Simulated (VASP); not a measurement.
Wanted: the native input for a VASP 6.6.1 run.

```yaml
Task: single point
Functional: PBEsol
Potentials_or_basis: VASP PAW PBE potentials, release 64 (Li_sv, Mg, F)
Cutoff: 520 eV
k_mesh: 6 × 6 × 6
Occupations: gaussian, width 0.02 eV
Spin: no spin polarisation
Dipole_correction: no
Further_INCAR_settings: ALGO = Normal; EDIFF = 1e-07; NBANDS = 21
```

The structure of LiMgF3 lies in POSCAR:

```
LiMgF3
1.0
    3.5806468543      0.0000000000      0.0000000000
    0.0000000000      3.5806468543      0.0000000000
    0.0000000000      0.0000000000      3.5806468543
Li Mg F
1 1 3
Direct
    0.5000000000      0.5000000000      0.5000000000
    0.0000000000      0.0000000000      0.0000000000
    0.0000000000      0.5000000000      0.5000000000
    0.5000000000      0.5000000000      0.0000000000
    0.5000000000      0.0000000000      0.5000000000
```

These files were run (other wordings do the same):

INCAR

```
SYSTEM = LiMgF3
  PREC = Accurate
  ENCUT = 520
  EDIFF = 1E-7
  ISMEAR = 0
  SIGMA = 0.02
  LREAL = .FALSE.
  LASPH = .TRUE.
  NELM = 100
  ALGO = Normal
  ISIF = 2
  LWAVE = .FALSE.
  LCHARG = .TRUE.
  GGA = PS
  LELF = .TRUE.
  LVHAR = .TRUE.
  NBANDS = 21
```

KPOINTS

```
regular mesh
0
G
  6 6 6
  0 0 0
```

Potentials or basis: VASP PAW PBE potentials, release 64 (Li_sv, Mg, F).

The run is started by

```bash
$ cat potpaw_PBE.64/Li_sv/POTCAR potpaw_PBE.64/Mg/POTCAR potpaw_PBE.64/F/POTCAR > POTCAR
$ mpirun -np 1 vasp_std > vasp.out
```

It gave:

The band gap on the k mesh is 3.69 eV, indirect (least direct gap 3.95 eV).

Run time: 21 s on 1 thread of Intel(R) Xeon(R) Platinum 8488C (Sapphire Rapids), with other jobs on the host, peak memory 0.16 GiB.
